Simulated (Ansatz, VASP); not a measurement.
**One calculation of MgO, two programs**

```
Mg O
1.0
     0.00000    2.10640    2.10640
     2.10640    0.00000    2.10640
     2.10640    2.10640    0.00000
Mg O
1 1
Direct
  0.00000 0.00000 0.00000
  0.50000 0.50000 0.50000
```

Alike in both runs: task single point; functional PBE; k mesh 9 × 9 × 9; occupations methfessel-paxton of order 1, width 0.05 eV; no spin polarisation.

|  | VASP | Ansatz |
| --- | --- | --- |
| version | VASP 6.6.1 | Ansatz 0.2.0 |
| potentials or method | VASP PAW PBE potentials, release 64 (Mg, O), cutoff 600 eV | PAW, plane waves, scalar-relativistic |
| valence electrons in the cell | 8 | 16 |

VASP gave:

| Quantity | Value |
| --- | --- |
| pressure (GPa) | 3.6 |

Problem. Which values does Ansatz return?

Solution. Pressure (GPa): 4.6.

The functional is the same, so the differences come from potentials, cutoffs and numerics. VASP's potentials hold 8 valence electrons a cell and Ansatz's 16, so a difference there can come from the potentials and not from the codes.
